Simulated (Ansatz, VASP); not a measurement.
# ZnCu2: VASP beside Ansatz

The input POSCAR:

```
ZnCu2
1.0
    2.5838256049      0.0000000000      0.0000000000
   -1.2919128025      2.2376586128      0.0000000000
    0.0000000000      0.0000000000      6.2933738000
Zn Cu
1 2
Direct
    0.0000000000      0.0000000000      0.0000000000
    0.3333333333      0.6666666667      0.6621414900
    0.6666666667      0.3333333333      0.3378585100
```

The input INCAR.step1:

```
PREC = Accurate ; ENCUT = 520
ISMEAR = 0 ; SIGMA = 0.1
LREAL = False ; LASPH = True
NELM = 100 ; NBANDS = 24
GGA = PE ; ALGO = Normal
EDIFF = 1E-4 ; LWAVE = True
LCHARG = False
```

INCAR.step2

```
PREC = Accurate ; ENCUT = 520
EDIFF = 1E-6 ; ISMEAR = 0
SIGMA = 0.1 ; LREAL = False
LASPH = True ; NELM = 100
ALGO = Normal ; ISIF = 2
LWAVE = False ; LCHARG = False
METAGGA = R2SCAN ; LMIXTAU = True
NBANDS = 24 ; ISTART = 1
```

The input KPOINTS:

```
Automatic mesh
0
Gamma
  3 3 1
```

Input for Ansatz:

```yaml
crystal:
  lattice:
    - [2.5838256049, 0.0, 0.0]
    - [-1.2919128025, 2.2376586128, 0.0]
    - [0.0, 0.0, 6.2933738]
  atoms:
    - { symbol: Zn, position: [0.0, 0.0, 0.0] }
    - { symbol: Cu, position: [0.3333333333, 0.6666666667, 0.66214149] }
    - { symbol: Cu, position: [0.6666666667, 0.3333333333, 0.33785851] }
basis:
  ecutwfc: 500
kpoints:
  mp_grid: { grid: [3, 3, 1] }
hamiltonian:
  xc: r2scan
scf:
  occupations: { method: gaussian, width: 0.1 }
output:
  forces: true
  stress: true
  eigenvalues: true
```

Alike in both runs: task single point; functional r2SCAN; k mesh 3 × 3 × 1; occupations gaussian, width 0.1 eV; no spin polarisation.

|  | VASP | Ansatz |
| --- | --- | --- |
| version | VASP 6.6.1 | Ansatz 0.2.0 |
| potentials or method | VASP PAW PBE potentials, release 64 (Zn, Cu), cutoff 520 eV | scalar-relativistic, plane waves, PAW |
| valence electrons in the cell | 34 | 50 |

|  | VASP | Ansatz | Ansatz less VASP |
| --- | --- | --- | --- |
| gap on the k mesh at the Fermi level (eV) | none | none | - |
| pressure (GPa) | 0.6 | -0.1 | -0.65 |
| traceless stress, the component that is largest in VASP (GPa) | 15.82 | 15.72 | -0.105 |
| rms of the force components (eV/Å) | 0.054 | 0.044 | -0.0103 |

VASP's potentials were made for PBE, not for r2SCAN. Atom by atom the forces differ by 0.010 eV/Å (rms over components). A gap of «none» marks a metal or a gap that the smearing closes. With one functional, cell and mesh, what is left measures potentials, basis and numerics. VASP's potentials hold 34 valence electrons a cell and Ansatz's 50, so a difference there can come from the potentials and not from the codes.

The k mesh is coarse, so the values compare programs but aren't converged.
